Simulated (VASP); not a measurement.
Here is a VASP 6.6.1 calculation.

INCAR

```
SYSTEM = Al8N7
ALGO     = Normal         ! electronic algorithm
EDIFF    = 1E-6           ! SCF threshold, eV
EDIFFG   = -0.04          ! ionic threshold
ENCUT    = 600            ! plane-wave cutoff, eV
GGA      = PE             ! functional
IBRION   = 2              ! ionic algorithm
ISIF     = 3              ! what is computed and relaxed
ISMEAR   = 0              ! smearing method
ISYM     = 0            
LASPH    = .True.         ! aspherical terms in the spheres
LCHARG   = .False.        ! write CHGCAR
LREAL    = Auto         
LWAVE    = .False.        ! write WAVECAR
NELM     = 100            ! most SCF steps
NSW      = 70             ! ionic steps
PREC     = Accurate       ! precision mode
SIGMA    = 0.1            ! smearing width, eV
```

The input KPOINTS:

```
k-points
0
Gamma
  3 3 3
  0 0 0
```

File POSCAR:

```
Al8N7
1.0
    3.1302337030      0.0000000000     -5.0180132442
    3.1302337030      0.0000000000      5.0180132442
   -3.1302337030     -5.4217238131      0.0000000000
Al N
8 7
Direct
    0.3327462227      0.3281580293      0.1645782796
    0.8418524493      0.8377030355      0.1690196395
    0.3331308416      0.3380319938      0.6694108458
    0.8362210361      0.8348935312      0.6668189222
    0.9147507565      0.4165014083      0.3392280562
    0.4265669450      0.9200838217      0.3435351342
    0.9164355074      0.4100172604      0.8248139944
    0.4164172885      0.9132775322      0.8317969751
    0.6481495393      0.0274096180      0.1681751511
    0.1492537853      0.5265274376      0.1664897046
    0.6483640059      0.0255199983      0.6682825896
    0.1442081400      0.5174054890      0.6692582176
    0.7255599542      0.6079849081      0.3370229424
    0.2263580775      0.1072929260      0.3347441236
    0.7220662976      0.6071900914      0.8346890418
```

Potentials or basis: VASP PAW PBE potentials, release 64 (Al, N).

Command:

```sh
$ cat potpaw_PBE.64/Al/POTCAR potpaw_PBE.64/N/POTCAR > POTCAR
$ mpirun -np 1 vasp_std > vasp.out
```

Problem. What does it give for the space group after relaxing (to 0.05 Å)?

Solution. Cm (No. 8).

Problem. Estimate the relaxed cell.

Solution. a = 5.892 Å, b = 5.895 Å, c = 6.269 Å, α = 105.35°, β = 105.21°, γ = 116.13°.

Problem. What does it give for the relaxed volume?

Solution. 11.30 Å³/atom.

Stress tensor (GPa, compression positive):
```
 0.00 -0.06 -0.02
-0.06 -0.03  0.00
-0.02  0.00  0.04
```

Caveat: the k points lie up to 0.44 Å⁻¹ apart in the final cell.
